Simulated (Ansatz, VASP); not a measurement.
# Ag: VASP beside Ansatz

Contents of INCAR:

```
SYSTEM = Ag
PREC = Accurate
ENCUT = 520
EDIFF = 1E-6
ISMEAR = 0
SIGMA = 0.1
LREAL = .False.
LASPH = .True.
NELM = 100
ALGO = Normal
ISIF = 2
LWAVE = .False.
LCHARG = .False.
GGA = PE
NBANDS = 30
```

Contents of KPOINTS:

```
Automatic mesh
0
Gamma
  4 4 6
  0 0 0
```

The input POSCAR:

```
Ag
1.0
    4.0266161149      0.0000000000      0.0000000000
    0.0000000000      6.6754155975      0.0000000000
    0.0000000000      0.0000000000      3.0023684276
Ag
4
Direct
    0.0205000000      0.2500000000      0.6348000000
    0.9795000000      0.7500000000      0.3652000000
    0.4795000000      0.7500000000      0.1348000000
    0.5205000000      0.2500000000      0.8652000000
```

Input for Ansatz:

```yaml
crystal:
  lattice:
    - [4.0266161149, 0.0, 0.0]
    - [0.0, 6.6754155975, 0.0]
    - [0.0, 0.0, 3.0023684276]
  atoms:
    - { symbol: Ag, position: [0.0205, 0.25, 0.6348] }
    - { symbol: Ag, position: [0.9795, 0.75, 0.3652] }
    - { symbol: Ag, position: [0.4795, 0.75, 0.1348] }
    - { symbol: Ag, position: [0.5205, 0.25, 0.8652] }
basis:
  ecutwfc: 420
kpoints:
  mp_grid: { grid: [4, 4, 6] }
hamiltonian:
  xc: pbe
scf:
  occupations: { method: gaussian, width: 0.1 }
  lower_state_search: "off"
output:
  forces: true
  stress: true
  eigenvalues: true
```

Alike in both runs: task single point; functional PBE; k mesh 4 × 4 × 6; occupations gaussian, width 0.1 eV; no spin polarisation.

|  | VASP | Ansatz |
| --- | --- | --- |
| version | VASP 6.6.1 | Ansatz 0.2.0 |
| potentials or method | VASP PAW PBE potentials, release 64 (Ag), cutoff 520 eV | scalar-relativistic, plane waves, PAW |
| valence electrons in the cell | 44 | 76 |

```tsv
	VASP	Ansatz	Ansatz less VASP
gap on the k mesh at the Fermi level (eV)	none	none	-
rms of the force components (eV/Å)	3.520	3.643	+0.1231
```

Atom by atom the forces differ by 0.123 eV/Å (rms over components). A gap of «none» marks a metal or a gap that the smearing closes. VASP's potentials hold 44 valence electrons a cell and Ansatz's 76, so a difference there can come from the potentials and not from the codes.

The k mesh is coarse, so the values compare programs but aren't converged.
